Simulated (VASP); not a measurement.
# C (Fd-3m) in VASP: settings compared, part 3 of 3

VASP 6.6.1.

### 5 Single point, LDA

This run uses another cell than the first one, of 5.51 Å³/atom, 0.967 times its volume.

File INCAR:

```
ALGO = Normal
EDIFF = 1E-6
ENCUT = 910
GGA = CA
GGA_COMPAT = False
ISIF = 2
ISMEAR = -1
LASPH = True
LCHARG = False
LREAL = False
LWAVE = False
NBANDS = 11
NELM = 120
PREC = Accurate
SIGMA = 0.02
```

File KPOINTS:

```
k-points
0
Gamma
  12 12 12
```

File POSCAR:

```
C
1.0
    0.0000000000      1.7658723519      1.7658723519
    1.7658723519      0.0000000000      1.7658723519
    1.7658723519      1.7658723519      0.0000000000
C
2
Direct
    0.0000000000      0.0000000000      0.0000000000
    0.2500000000      0.2500000000      0.2500000000
```

Potentials or basis: VASP PAW LDA potentials, release 64 (C_h).

Command:

```bash
> cat potpaw_LDA.64/C_h/POTCAR > POTCAR
> mpirun -np 1 vasp_std > vasp.out
```

OUTCAR:

```text
EDIFF = 1E-6
   ENCUT = 910
   GGA = CA
   ISIF = 2
   ISMEAR = -1
   LASPH = True
   LREAL = False
   NELM = 120
   PREC = Accurate

 ion  position               nearest neighbor table
   1  0.000  0.000  0.000-
   2  0.250  0.250  0.250-

  LATTYP: Found a face centered cubic cell.
 ALAT       =     3.5317447038

  Lattice vectors:

 A1 = (   0.0000000000,   1.7658723519,   1.7658723519)
 A2 = (   1.7658723519,   0.0000000000,   1.7658723519)
 A3 = (   1.7658723519,   1.7658723519,   0.0000000000)

Analysis of symmetry for initial positions (statically):
=====================================================================
 Subroutine PRICEL returns:
 Original cell was already a primitive cell.

 Routine SETGRP: Setting up the symmetry group for a
 face centered cubic supercell.

 Subroutine GETGRP returns: Found 48 space group operations
 (whereof 24 operations were pure point group operations)
 out of a pool of 48 trial point group operations.

The static configuration has the point symmetry T_d .
[... 171 lines left out ...]
  band No.  band energies     occupation
      1     -10.3796      2.00000
      2      11.3384      2.00000
      3      11.3384      2.00000
      4      11.3384      2.00000
      5      16.9650      0.00000
      6      16.9650      0.00000
      7      16.9650      0.00000
      8      25.5702      0.00000
      9      30.7367      0.00000
     10      38.2908      0.00000
     11      38.2908      0.00000
[... 309 lines left out ...]
 k-point    24 :      -0.4167    0.1667    0.0000
  band No.  band energies     occupation
      1      -3.9849      2.00000
      2      -1.4480      2.00000
      3       5.7819      2.00000
      4       7.6568      2.00000
      5      18.9361      0.00000
      6      21.6767      0.00000
      7      22.9840      0.00000
      8      26.9345      0.00000
      9      30.8395      0.00000
     10      35.7276      0.00000
     11      36.1499      0.00000

 [... further k-points ...]

------------------------ aborting loop because EDIFF is reached ----------------------------------------

  FORCE on cell =-STRESS in cart. coord.  units (eV):
  Direction    XX          YY          ZZ          XY          YZ          ZX
  --------------------------------------------------------------------------------------
  -------------------------------------------------------------------------------------
  Total        0.0447921      0.0447921      0.0447921      0.0000000      0.0000000      0.0000000
  in kB        6.5163525      6.5163525      6.5163525      0.0000000      0.0000000      0.0000000
  external PRESSURE =       6.5163525 kB  Pullay stress =       0.0000000 kB

 VOLUME and BASIS-vectors are now :
 -----------------------------------------------------------------------------
  energy-cutoff  :      910.00
  volume of cell :       11.01
      direct lattice vectors                 reciprocal lattice vectors
     0.000000000  1.765872352  1.765872352    -0.283146174  0.283146174  0.283146174
     1.765872352  0.000000000  1.765872352     0.283146174 -0.283146174  0.283146174
     1.765872352  1.765872352  0.000000000     0.283146174  0.283146174 -0.283146174

 POSITION                                       TOTAL-FORCE (eV/Angst)
 -----------------------------------------------------------------------------------
      0.00000      0.00000      0.00000        -0.000000     -0.000000     -0.000000
      0.88294      0.88294      0.88294         0.000000      0.000000      0.000000
 -----------------------------------------------------------------------------------
    total drift:                                0.000000      0.000000      0.000000

  FREE ENERGIE OF THE ION-ELECTRON SYSTEM (eV)
  ---------------------------------------------------
  free  energy   TOTEN  =       -20.2667656332 eV

  energy  without entropy=      -20.2667656332  energy(sigma->0) =      -20.26676563
```

OSZICAR:

```text
N       E                     dE             d eps       ncg     rms          rms(c)
DAV:   1     0.977834976838E+01    0.97783E+01   -0.69450E+03  1584   0.113E+03
DAV:   2    -0.201079278171E+02   -0.29886E+02   -0.28481E+02  2246   0.168E+02
DAV:   3    -0.210945998628E+02   -0.98667E+00   -0.98424E+00  1863   0.252E+01
DAV:   4    -0.210970180793E+02   -0.24182E-02   -0.24181E-02  1750   0.142E+00
DAV:   5    -0.210970207464E+02   -0.26671E-05   -0.26671E-05  1879   0.490E-02    0.509E+00
DAV:   6    -0.204838580719E+02    0.61316E+00   -0.32425E-01  1662   0.400E+00    0.272E+00
DAV:   7    -0.202668667546E+02    0.21699E+00   -0.38956E-01  1782   0.435E+00    0.359E-01
DAV:   8    -0.202667788332E+02    0.87921E-04   -0.90037E-03  1679   0.876E-01    0.296E-02
DAV:   9    -0.202667643929E+02    0.14440E-04   -0.42400E-05  1785   0.539E-02    0.142E-02
DAV:  10    -0.202667657192E+02   -0.13263E-05   -0.34598E-06  1774   0.169E-02    0.306E-03
DAV:  11    -0.202667656332E+02    0.86004E-07   -0.17774E-07   890   0.404E-03
   1 F= -.20266766E+02 E0= -.20266766E+02  d E =-.279214E-12
```

stdout:

```text
POSCAR found type information on POSCAR C
 POSCAR found :  1 types and       2 ions
 scaLAPACK will be used
 LDA part: xc-table for (Slater(with rela. corr.)+CA(PZ))
 , standard interpolation
 POSCAR, INCAR and KPOINTS ok, starting setup
 FFT: planning ... GRIDC
 FFT: planning ... GRID_SOFT
 FFT: planning ... GRID
 WAVECAR not read
 entering main loop
```

It used 26 s of CPU time on 1 thread of AMD EPYC 7R13 Processor (Zen 3), on a shared host.

Results:

| Property | Result |
| --- | --- |
| Free energy | -20.2668 eV |
| Pressure | 0.7 GPa |
| Band gap on the k mesh | 4.20 eV, indirect (least direct gap 5.63 eV) |

Caveat: the cutoff is under 1.25 times the usual one of these potentials, so pressure, stress and relaxed cells hold a basis-set (Pulay) error.

### 6 Single point, PBEsol

This run uses another cell than the first one, of 5.61 Å³/atom, 0.985 times its volume.

File INCAR:

```
SYSTEM = C
PREC     = Accurate       ! precision mode
ENCUT    = 910            ! plane-wave cutoff, eV
EDIFF    = 1E-6           ! SCF threshold, eV
ISMEAR   = -1             ! smearing method
SIGMA    = 0.02           ! smearing width, eV
LREAL    = .FALSE.        ! projectors in reciprocal space
LASPH    = .TRUE.         ! aspherical terms in the spheres
NELM     = 120            ! most SCF steps
ALGO     = Normal         ! electronic algorithm
ISIF     = 2              ! what is computed and relaxed
LWAVE    = .FALSE.        ! write WAVECAR
LCHARG   = .FALSE.        ! write CHGCAR
GGA      = PS             ! functional
NBANDS   = 11             ! bands
GGA_COMPAT= .FALSE.
```

File KPOINTS:

```
Automatic mesh
0
G
  12 12 12
  0 0 0
```

File POSCAR:

```
C
1.0
    0.0000000000      1.7769045572      1.7769045572
    1.7769045572      0.0000000000      1.7769045572
    1.7769045572      1.7769045572      0.0000000000
C
2
Direct
    0.0000000000      0.0000000000      0.0000000000
    0.2500000000      0.2500000000      0.2500000000
```

Potentials or basis: VASP PAW PBE potentials, release 64 (C_h).

Command:

```bash
> cat potpaw_PBE.64/C_h/POTCAR > POTCAR
> mpirun -np 1 vasp_std > vasp.out
```

It used 27 s of CPU time on 1 thread of AMD EPYC 7R13 Processor (Zen 3) (shared host).

The run converged. Its results:

```yaml
Free_energy: -19.2763 eV
Pressure: 0.0 GPa
Band_gap_on_the_k_mesh: 4.07 eV, indirect (least direct gap 5.58 eV)
```

Levels at points of the mesh, in eV from the valence-band top:
| k point | band 1 | band 2 | band 3 | band 4 | band 5 | band 6 | band 7 | band 8 | band 9 |
| --- | --- | --- | --- | --- | --- | --- | --- | --- | --- |
| (0.00, 0.00, 0.00) | -21.67 | 0.00 | 0.00 | 0.00 | 5.57 | 5.57 | 5.57 | 13.62 | 19.10 |
| (0.50, 0.00, 0.00) | -15.77 | -13.58 | -2.84 | -2.84 | 8.43 | 8.43 | 8.99 | 15.59 | 21.80 |
| (0.50, 0.50, 0.00) | -12.85 | -12.85 | -6.40 | -6.40 | 4.63 | 4.63 | 16.95 | 16.95 | 23.28 |

Caveat: the cutoff is under 1.25 times the usual one of these potentials, so pressure, stress and relaxed cells hold a basis-set (Pulay) error; the PAW data sets were made with another functional, which shifts forces and pressure a little. A hybrid or GW would open this gap; PBEsol tends to underestimate it.

### 7 Overview

| task | level | potentials or basis | cell | cutoff (eV) | second run | gap on the mesh (eV) | pressure (GPa) | relaxed volume (Å³/atom) |
| --- | --- | --- | --- | --- | --- | --- | --- | --- |
| relaxation of cell and atoms | PBEsol | VASP PAW PBE potentials, release 64 (C) | relaxed from a = 2.525 Å, angles 60.0°, 2 atoms | 600 | - | 4.06 | 0.0 | 5.62 |
| relaxation of cell and atoms | LDA | VASP PAW LDA potentials, release 64 (C) | relaxed from a = 2.525 Å, angles 60.0°, 2 atoms | 600 | - | 4.19 | -0.1 | 5.52 |
| relaxation of cell and atoms | r2SCAN | VASP PAW PBE potentials, release 64 (C) | relaxed from a = 2.525 Å, angles 60.0°, 2 atoms | 600 | - | 4.35 | -0.1 | 5.65 |
| single point | LDA | VASP PAW LDA potentials, release 64 (C_h) | a = 2.497 Å, angles 60.0°, 2 atoms | 910 | hard_potentials | 4.20 | 0.7 | - |
| single point | PBEsol | VASP PAW PBE potentials, release 64 (C_h) | a = 2.513 Å, angles 60.0°, 2 atoms | 910 | hard_potentials | 4.07 | 0.0 | - |

Alike in all rows: no spin polarisation; k mesh 12 × 12 × 12; smearing fermi-dirac 0.02 eV.

Caveats: the PAW data sets were made with another functional, which shifts forces and pressure a little (some runs); the cutoff is under 1.25 times the usual one of these potentials, so pressure, stress and relaxed cells hold a basis-set (Pulay) error (some runs).

Absolute energies hang on the potentials; compare differences alone.
